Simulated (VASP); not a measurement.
Write the native input for VASP 6.6.1 that does the following.

```
Task                   : single point
Functional             : LDA
Potentials or basis    : VASP PAW LDA potentials, release 64 (Zr_sv, C)
Cutoff                 : 520 eV
k mesh                 : 16 × 16 × 16
Occupations            : gaussian, width 0.15 eV
Spin                   : no spin polarisation
Dipole correction      : no
Further INCAR settings : ALGO = Normal; EDIFF = 1e-06; NBANDS = 15
```

The structure of ZrC lies in POSCAR:

```
ZrC
1.0
    0.0000000000      2.2395031095      2.4831796137
    2.2395031095      0.0000000000      2.4831796137
    2.2395031095      2.2395031095      0.0000000000
Zr C
1 1
Direct
    0.5000000000      0.5000000000      0.5000000000
    0.0000000000      0.0000000000      0.0000000000
```

This cell differs from its parent crystal: mode 4 frozen in at +0.000 Å, strain +e along z and -e/2 along x and y +0.0700.

These files were run (other wordings do the same):

INCAR

```
PREC = Accurate
ENCUT = 520
EDIFF = 1E-6
ISMEAR = 0
SIGMA = 0.15
LREAL = False
LASPH = True
NELM = 60
ALGO = Normal
ISIF = 2
LWAVE = False
LCHARG = False
GGA = CA
NBANDS = 15
```

KPOINTS

```
Automatic mesh
0
Gamma
  16 16 16
```

Potentials or basis: VASP PAW LDA potentials, release 64 (Zr_sv, C).

Command:

```bash
$ cat potpaw_LDA.64/Zr_sv/POTCAR potpaw_LDA.64/C/POTCAR > POTCAR
$ mpirun -np 1 vasp_std > vasp.out
```

Results of the run:

```json
{"Pressure": "6.4 GPa", "Band gap on the k mesh": "zero (band 8 reaches 11.08 eV, above the bottom of band 9 at 9.45 eV)"}
```

Caveat: the cell differs from its parent crystal (mode 4 frozen in at +0.000 Å, strain +e along z and -e/2 along x and y +0.0700).

It took 66 s on 1 thread of Intel(R) Xeon(R) Platinum 8559C (Emerald Rapids), on a shared host, peak memory 0.24 GiB.
